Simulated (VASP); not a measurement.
Input of a VASP 6.6.1 run:

Contents of INCAR:

```
PREC     = Accurate       # precision mode
ENCUT    = 600            # plane-wave cutoff, eV
EDIFF    = 1E-6           # SCF threshold, eV
ISMEAR   = -1             # smearing method
SIGMA    = 0.02           # smearing width, eV
LREAL    = False          # projectors in reciprocal space
LASPH    = True           # aspherical terms in the spheres
NELM     = 100            # most SCF steps
ALGO     = Normal         # electronic algorithm
ISIF     = 3              # what is computed and relaxed
LWAVE    = False          # write WAVECAR
LCHARG   = False          # write CHGCAR
GGA      = PE             # functional
IBRION   = 2              # ionic algorithm
NSW      = 80             # ionic steps
EDIFFG   = -0.005         # ionic threshold
```

Contents of KPOINTS:

```
Automatic mesh
0
Gamma
  10 10 10
```

POSCAR

```
GaN
1.0
    0.0000000000      2.1007466895      2.1007466895
    2.1007466895      0.0000000000      2.1007466895
    2.1007466895      2.1007466895      0.0000000000
Ga N
1 1
Direct
    0.0000000000      0.0000000000      0.0000000000
    0.2500000000      0.2500000000      0.2500000000
```

Potentials or basis: VASP PAW PBE potentials, release 64 (Ga_d, N).

Launch:

```console
$ cat potpaw_PBE.64/Ga_d/POTCAR potpaw_PBE.64/N/POTCAR > POTCAR
$ mpirun -np 1 vasp_std > vasp.out
```

Question: Estimate the relaxed volume.

Answer: 11.76 Å³/atom.

Question: Estimate the band gap on the k mesh.

Answer: 1.55 eV, direct.

Question: Estimate the space group after relaxing (to 0.05 Å).

Answer: F-43m (No. 216).

Final structure:
```
CELL_PARAMETERS angstrom
0.00000 2.27422 2.27422
2.27422 0.00000 2.27422
2.27422 2.27422 0.00000
ATOMIC_POSITIONS crystal
Ga 0.00000 0.00000 0.00000
N 0.25000 0.25000 0.25000
```

Caveat: the volume moved by over 15 % at a fixed basis, so the end points are rough. A hybrid or GW would open this gap; PBE tends to underestimate it.
